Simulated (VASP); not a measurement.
Ni:

```
CELL_PARAMETERS angstrom
0.00000 2.45346 2.45346
2.45346 0.00000 2.45346
2.45346 2.45346 0.00000
ATOMIC_POSITIONS crystal
Ni 0.12500 0.12500 0.12500
Ni 0.87500 0.87500 0.87500
```

* Program: VASP 6.6.1
* Task: relaxation of cell and atoms
* Functional: PBEsol
* Potentials or basis: VASP PAW PBE potentials, release 64 (Ni)
* Cutoff: 600 eV
* k mesh: 11 × 11 × 11
* Occupations: fermi-dirac, width 0.1 eV
* Spin: no spin polarisation

At the start: pressure 6.8 GPa; volume 14.77 Å³/atom.

Task: Where does the relaxation end?

Result: Over 3 steps the energy falls by 17.5 meV/atom and the volume is 15.64 Å³/atom (+5.9 %); space group Fd-3m (No. 227, to 0.05 Å).

Step by step:
```tsv
step	energy change (eV)	largest force (eV/Å)	pressure (GPa)	volume (Å³)
1	0.0000	0.0000	6.84	29.54
2	-0.0244	0.0000	-3.25	32.31
3	-0.0351	0.0000	-0.03	31.27
```

Final structure:
```cif
data_structure
_symmetry_space_group_name_H-M 'P 1'
_symmetry_Int_Tables_number 1
_cell_length_a 3.5364
_cell_length_b 3.5364
_cell_length_c 3.5364
_cell_angle_alpha 60.000
_cell_angle_beta 60.000
_cell_angle_gamma 60.000
_cell_volume 31.27
loop_
_atom_site_label
_atom_site_type_symbol
_atom_site_fract_x
_atom_site_fract_y
_atom_site_fract_z
_atom_site_occupancy
Ni1 Ni 0.12500 0.12500 0.12500 1
Ni2 Ni 0.87500 0.87500 0.87500 1
```

Caveat: the PAW data sets were made with another functional, which shifts forces and pressure a little; the run has no spin polarisation, though such a crystal can be magnetic.
